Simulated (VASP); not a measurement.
# CaS: single point with PBE

CaS:

```
Ca S
1.0
     0.00000    2.85237    2.85237
     2.85237    0.00000    2.85237
     2.85237    2.85237    0.00000
Ca S
1 1
Direct
  0.00000 0.00000 0.00000
  0.50000 0.50000 0.50000
```

- Program: VASP 6.6.1
- Task: single point
- Functional: PBE
- Potentials or basis: VASP PAW PBE potentials, release 64 (Ca_sv, S)
- Cutoff: 500 eV
- k mesh: 1 × 1 × 1
- Occupations: gaussian, width 0.1 eV
- Spin: no spin polarisation

The pressure is 35.8 GPa.

Levels at points of the mesh, in eV from the Fermi level:
| k point | band 4 | band 5 | band 6 | band 7 | band 8 | band 9 | band 10 | band 11 | band 12 | band 13 |
| --- | --- | --- | --- | --- | --- | --- | --- | --- | --- | --- |
| (0.00, 0.00, 0.00) | -24.09 | -11.72 | -0.53 | -0.53 | -0.53 | 1.29 | 1.29 | 1.29 | 1.75 | 1.75 |

It took 3.5 s on 1 thread of Intel(R) Xeon(R) Platinum 8375C CPU @ 2.90GHz (Ice Lake), with other jobs on the host, peak memory 0.16 GiB.

Caveat: the k points lie up to 1.91 Å⁻¹ apart, too coarse for converged energies, forces and pressures.
